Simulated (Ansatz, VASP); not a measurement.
# InSb in VASP and in Ansatz

```
CELL_PARAMETERS angstrom
0.00000 2.97416 2.97416
2.97416 0.00000 2.97416
2.97416 2.97416 0.00000
ATOMIC_POSITIONS crystal
In 0.00000 0.00000 0.00000
Sb 0.25000 0.25000 0.25000
```

Change from the starting cell: volume scaled by 0.72, LAPW.

Alike in both runs: task single point; functional PBE; k mesh 11 × 11 × 11; occupations fermi-dirac, width 0.1 eV; no spin polarisation.

```csv
,VASP,Ansatz
version,VASP 6.6.1,Ansatz 0.2.0
potentials or method,"VASP PAW PBE potentials, release 64 (In_d, Sb), cutoff 520 eV","all-electron LAPW, scalar-relativistic"
```

```csv
,VASP,Ansatz,Ansatz less VASP
pressure (GPa),26.4,26.5,+0.08
```

Ansatz ran all-electron here, and VASP with PAW potentials.

Spin-orbit coupling is off throughout.
